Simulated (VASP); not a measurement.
Runs of VASP 6.6.1 on KCl. The structure is cubic, space group Fm-3m (No. 225). Conventional cell: a = 6.290 Å, b = 6.290 Å, c = 6.290 Å, α = 90.00°, β = 90.00°, γ = 90.00°. K (site symmetry m-3m) has 6 Cl at 3.14 Å within 4.1 Å. Cl (site symmetry m-3m) has 6 K at 3.14 Å within 4.1 Å. 

```csv
level,potentials or basis,k mesh,grid for exact exchange (PRECFOCK),screening parameter,gap on the mesh (eV),pressure (GPa)
PBE,"VASP PAW PBE potentials, release 64 (K_sv, Cl)",6 × 6 × 6,-,-,5.19,0.8
r2SCAN,"VASP PAW PBE potentials, release 64 (K_sv, Cl)",4 × 4 × 4,-,-,5.83,0.0
PBE,"VASP PAW PBE potentials, release 64 (K_sv, Cl)",4 × 4 × 4,-,-,5.19,0.8
LDA,"VASP PAW LDA potentials, release 64 (K_sv, Cl)",4 × 4 × 4,-,-,(b),(a)
HSE06,"VASP PAW PBE potentials, release 64 (K_sv, Cl)",4 × 4 × 4,Normal,0.2079 1/Å,6.50,0.5
```

Alike in all rows: task single point; no spin polarisation; cell as given; cutoff (eV) 520; smearing gaussian 0.01 eV.

Problem. Estimate the missing entries.

Solution. (a) -1.9; (b) 4.75.

Caveats: some runs use coarse meshes; the PAW data sets were made with another functional, which shifts forces and pressure a little (some runs).

